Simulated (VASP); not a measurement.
Here is a VASP 6.6.1 calculation.

INCAR

```
SYSTEM = NiCl
PREC = Accurate
ENCUT = 520
EDIFF = 1E-6
ISMEAR = 0
SIGMA = 0.1
LREAL = .FALSE.
LASPH = .TRUE.
NELM = 150
ALGO = Normal
ISIF = 2
LWAVE = .FALSE.
LCHARG = .FALSE.
ISPIN = 2
MAGMOM = 0.19 0.19 0.02 0.02
LORBIT = 11
LMAXMIX = 4
GGA = PE
NBANDS = 29
```

KPOINTS

```
Automatic mesh
0
G
  6 6 2
  0 0 0
```

File POSCAR:

```
NiCl
1.0
    3.7484591339      0.0000000001      0.0000000000
   -1.8742295670      3.2462608350      0.0000000000
    0.0000000000      0.0000000000      9.0134224455
Ni Cl
2 2
Direct
    0.3333333333      0.6666666667      0.2500000000
    0.6666666667      0.3333333333      0.7500000000
    0.3333333333      0.6666666667      0.7500000000
    0.6666666667      0.3333333333      0.2500000000
```

Potentials or basis: VASP PAW PBE potentials, release 64 (Ni, Cl).

Run with:

```bash
$ cat potpaw_PBE.64/Ni/POTCAR potpaw_PBE.64/Cl/POTCAR > POTCAR
$ mpirun -np 1 vasp_std > vasp.out
```

**Question.** Estimate the pressure.

**Answer.** 0.0 GPa.

**Question.** Estimate the site moments.

**Answer.** Ni +0.50; Cl +0.04 μB.

Stress tensor (GPa, compression positive):
```
 0.07  0.00  0.00
 0.00  0.07  0.00
 0.00  0.00 -0.14
```
